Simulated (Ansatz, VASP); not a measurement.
One calculation of Au, two programs

```xyz
1
Lattice="-1.6507 1.6507 1.6507 1.6507 -1.6507 1.6507 1.6507 1.6507 -1.6507" Properties=species:S:1:pos:R:3 pbc="T T T"
Au    0.0000    0.0000    0.0000
```

Alike in both runs: functional PBE; k mesh 18 × 18 × 18; occupations gaussian, width 0.1 eV; no spin polarisation.

Ansatz relaxed the structure, and its values are those at the end. VASP's run is a single point on that final structure, the one shown.

|  | VASP | Ansatz |
| --- | --- | --- |
| version | VASP 6.6.1 | Ansatz 0.2.0 |
| potentials or method | VASP PAW PBE potentials, release 64 (Au), cutoff 520 eV | scalar-relativistic, plane waves, PAW |
| valence electrons in the cell | 11 | 19 |

```csv
,VASP,Ansatz,Ansatz less VASP
gap on the k mesh at the Fermi level (eV),none,none,-
pressure (GPa),-0.2,0.0,+0.23
```

A gap of «none» marks a metal or a gap that the smearing closes. VASP's potentials hold 11 valence electrons a cell and Ansatz's 19, so a difference there can come from the potentials and not from the codes.

Spin-orbit coupling is off throughout.
